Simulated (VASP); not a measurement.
# B (P6_3/mmc) in VASP: further runs

B is run at these levels: PBE; tasks: single point.

Program: VASP 6.6.1. These are calculated values, not measurements. Logs are shortened: lines on timing, memory, paths and dates and some standing lists are left out, and cuts for length are marked.

### Step 1. The cell of the first run

The structure is hexagonal, space group P6_3/mmc (No. 194). The conventional cell has a = 1.715 Å, b = 1.715 Å, c = 9.159 Å, α = 90.00°, β = 90.00°, γ = 120.00°. Within 2.3 Å of B (site symmetry -6m2) lie 6 B at 1.72 Å.

This isn't the form of B at room conditions, which is rhombohedral.

### Step 2. Single point, PBE

File INCAR:

```
SYSTEM = B
PREC = Accurate
ENCUT = 520
EDIFF = 1E-7
ISMEAR = -1
SIGMA = 0.1
LREAL = .FALSE.
LASPH = .TRUE.
NELM = 100
ALGO = Normal
ISIF = 2
LWAVE = .FALSE.
LCHARG = .FALSE.
GGA = PE
NBANDS = 10
```

File KPOINTS:

```
Automatic mesh
0
G
  34 34 6
  0 0 0
```

File POSCAR:

```
B
1.0
    1.7150102241      0.0000000000      0.0000000000
   -0.8575051120      1.4852424218      0.0000000000
    0.0000000000      0.0000000000      9.1587908396
B
2
Direct
    0.3333333333      0.6666666667      0.2500000000
    0.6666666667      0.3333333333      0.7500000000
```

Potentials or basis: VASP PAW PBE potentials, release 64 (B).

Command:

```sh
cat potpaw_PBE.64/B/POTCAR > POTCAR
mpirun -np 1 vasp_std > vasp.out
```

OUTCAR:

```text
SYSTEM = B
   PREC = Accurate
   ENCUT = 520
   EDIFF = 1E-7
   ISMEAR = -1
   LREAL = .FALSE.
   LASPH = .TRUE.
   NELM = 100
   ISIF = 2
   GGA = PE

 ion  position               nearest neighbor table
   1  0.333  0.667  0.250-
   2  0.667  0.333  0.750-

  LATTYP: Found a hexagonal cell.
 ALAT       =     1.7150102241
 C/A-ratio  =     5.3403709849

  Lattice vectors:

 A1 = (   1.7150102241,   0.0000000000,   0.0000000000)
 A2 = (  -0.8575051120,   1.4852424218,   0.0000000000)
 A3 = (   0.0000000000,   0.0000000000,   9.1587908396)

Analysis of symmetry for initial positions (statically):
=====================================================================
 Subroutine PRICEL returns:
 Original cell was already a primitive cell.

 Routine SETGRP: Setting up the symmetry group for a
 hexagonal supercell.

 Subroutine GETGRP returns: Found 24 space group operations
 (whereof 12 operations were pure point group operations)
 out of a pool of 24 trial point group operations.

The static configuration has the point symmetry D_3d.
 The point group associated with its full space group is D_6h.

Analysis of symmetry for dynamics (positions and initial velocities):
=====================================================================
 Subroutine PRICEL returns:
 Original cell was already a primitive cell.

 Routine SETGRP: Setting up the symmetry group for a
 hexagonal supercell.

 Subroutine GETGRP returns: Found 24 space group operations
 (whereof 12 operations were pure point group operations)
 out of a pool of 24 trial point group operations.

The dynamic configuration has the point symmetry D_3d.
 The point group associated with its full space group is D_6h.

 Subroutine INISYM returns: Found 24 space group operations
 (whereof 12 operations are pure point group operations),
 and found     1 'primitive' translations

----------------------------------------------------------------------------------------

                                     Primitive cell

  volume of cell :      23.3293

  direct lattice vectors                    reciprocal lattice vectors
     1.715010224  0.000000000  0.000000000     0.583086903  0.336645380  0.000000000
    -0.857505112  1.485242422  0.000000000     0.000000000  0.673290761  0.000000000
     0.000000000  0.000000000  9.158790840     0.000000000  0.000000000  0.109184719

  length of vectors
[... 87 lines left out ...]
   NFREE  =      0    steps in history (QN), initial steepest desc. (CG)
   ISIF   =      2    stress and relaxation
   ISYM   =      2    0-nonsym 1-usesym 2-fastsym
   POTIM  = 0.5000    time-step for ionic-motion
   TEBEG  =    0.0;   TEEND  =   0.0 temperature during run
   PSTRESS=    0.0 pullay stress
   NELECT =       6.0000    total number of electrons
   NUPDOWN=      -1.0000    fix difference up-down
   EMIN   =  10.00;   EMAX   =-10.00  energy-range for DOS
   EFERMI =   0.00;   METHOD = LEGACY
   ISMEAR =    -1;   SIGMA  =   0.10  broadening in eV -4-tet -1-fermi 0-gaus
   EFERMI_NEDOS =   21; number of points for ismear=-14 and -15
   IALGO  =     38    algorithm
   IMIX   =      4    mixing-type and parameters
     AMIX     =   0.40;   BMIX     =  1.00
     AMIX_MAG =   1.60;   BMIX_MAG =  1.00
  volume/ion in A,a.u.               =      11.66        78.72
  Fermi-wavevector in a.u.,A,eV,Ry     =   1.041097  1.967388 14.747122  1.083883
  Thomas-Fermi vector in A             =   2.175702
   LORBIT       =      0    0 simple, 1 ext, 2 COOP (PROOUT), +10 PAW based schemes
   GGA     = PE    functional components
   LHFCALC =     F    Hartree Fock is set to
   AEXX    =    0.0000 exact exchange contribution
   IVDW    =     0    specifies the selected vdW correction
   LEPSILON=     F    determine dielectric tensor
   LRPA    =     F    only Hartree local field effects (RPA)
 non-spin polarized calculation
  energy-cutoff  :      520.00
  volume of cell :       23.33
 maximum number of plane-waves:       648
 NGX is ok and might be reduce to    14
   NGX =  7   NGY =  7   NGZ = 35

 number of electron       6.0000000 magnetization

 Free energy of the ion-electron system (eV)
  ---------------------------------------------------
  ext. energy  EPLUGINS =         0.00000000
  ---------------------------------------------------
  free energy    TOTEN  =       -12.00625301 eV

  energy without entropy =      -11.99527250  energy(sigma->0) =      -12.00076276

 E-fermi :   3.4021     XC(G=0):  -8.5564

 val. band max:        3.3357955890   @ k =   0.2941   0.0882   0.3333
 cond. band min:       3.4326600766   @ k =   0.2941   0.0882   0.5000
 fundamental gap:      0.0968644876
 Fermi energy:         3.4020750293

 k-point     1 :       0.0000    0.0000    0.0000
  band No.  band energies     occupation
      1     -13.5680      2.00000
      2     -13.5260      2.00000
      3      -4.4725      2.00000
      4      -4.0091      2.00000
      5       5.2142      0.00000
      6       8.7285      0.00000
      7      11.1809      0.00000
      8      18.6436      0.00000
      9      22.9449      0.00000
     10      27.8048      0.00000
[... 287 lines left out ...]
 k-point    24 :       0.1765    0.0294    0.0000
  band No.  band energies     occupation
      1     -11.8907      2.00000
      2     -11.8567      2.00000
      3      -2.0431      2.00000
      4      -1.5946      2.00000
      5       7.4595      0.00000
      6      11.1685      0.00000
      7      12.7969      0.00000
      8      19.7448      0.00000
      9      20.8768      0.00000
     10      21.2729      0.00000

 [... further k-points ...]

------------------------ aborting loop because EDIFF is reached ----------------------------------------

  FORCE on cell =-STRESS in cart. coord.  units (eV):
  Direction    XX          YY          ZZ          XY          YZ          ZX
  --------------------------------------------------------------------------------------
  -------------------------------------------------------------------------------------
  Total       -0.1961909     -0.1961909     -0.0199894     -0.0000000     -0.0000000      0.0000000
  in kB      -13.4737145    -13.4737145     -1.3728023     -0.0000000     -0.0000000      0.0000000
  external PRESSURE =      -9.4400771 kB  Pullay stress =       0.0000000 kB

 VOLUME and BASIS-vectors are now :
 -----------------------------------------------------------------------------
  energy-cutoff  :      520.00
  volume of cell :       23.33
      direct lattice vectors                 reciprocal lattice vectors
     1.715010224  0.000000000  0.000000000     0.583086903  0.336645380  0.000000000
    -0.857505112  1.485242422  0.000000000     0.000000000  0.673290761  0.000000000
     0.000000000  0.000000000  9.158790840     0.000000000  0.000000000  0.109184719

 POSITION                                       TOTAL-FORCE (eV/Angst)
 -----------------------------------------------------------------------------------
     -0.00000      0.99016      2.28970         0.000000     -0.000000      0.000000
      0.85751      0.49508      6.86909        -0.000000      0.000000      0.000000
 -----------------------------------------------------------------------------------
    total drift:                               -0.000000      0.000000      0.000000

  FREE ENERGIE OF THE ION-ELECTRON SYSTEM (eV)
  ---------------------------------------------------
  free  energy   TOTEN  =       -12.0062530143 eV

  energy  without entropy=      -11.9952725048  energy(sigma->0) =      -12.00076276
```

OSZICAR:

```text
N       E                     dE             d eps       ncg     rms          rms(c)
DAV:   1     0.662824400236E+01    0.66282E+01   -0.31536E+03  9338   0.506E+02
DAV:   2    -0.126403494227E+02   -0.19269E+02   -0.18237E+02 12436   0.105E+02
DAV:   3    -0.129914194991E+02   -0.35107E+00   -0.34426E+00 12204   0.113E+01
DAV:   4    -0.129923194128E+02   -0.89991E-03   -0.89933E-03 11258   0.587E-01
DAV:   5    -0.129923211041E+02   -0.16913E-05   -0.16912E-05 11338   0.239E-02    0.449E+00
DAV:   6    -0.122585451652E+02    0.73378E+00   -0.54334E-01 10228   0.332E+00    0.245E+00
DAV:   7    -0.120006610559E+02    0.25788E+00   -0.59126E-01 10326   0.331E+00    0.515E-01
DAV:   8    -0.120048383264E+02   -0.41773E-02   -0.12132E-02 10560   0.616E-01    0.154E-01
DAV:   9    -0.120059888693E+02   -0.11505E-02   -0.22923E-03 10446   0.233E-01    0.363E-02
DAV:  10    -0.120062501548E+02   -0.26129E-03   -0.41019E-04  9832   0.116E-01    0.846E-03
DAV:  11    -0.120062516012E+02   -0.14465E-05   -0.12415E-06 10884   0.857E-03    0.238E-03
DAV:  12    -0.120062529538E+02   -0.13525E-05   -0.14876E-06  9924   0.763E-03    0.580E-04
DAV:  13    -0.120062530143E+02   -0.60562E-07   -0.13582E-08 10290   0.972E-04
   1 F= -.12006253E+02 E0= -.12000763E+02  d E =-.109805E-01
```

It took 37 s on 1 thread of Intel Xeon 6975P-C (Granite Rapids), shared host; peak memory 0.19 GiB.

Results:

```yaml
Free_energy: -12.0063 eV
Pressure: -0.9 GPa
Band_gap_on_the_k_mesh: zero (bands 3 and 4 overlap by 10.92 eV)
```

Caveat: this functional lacks dispersion, which binds the layers, so the pressure and a relaxed spacing across them are unreliable.

(Part 1 of 3 ends here.)
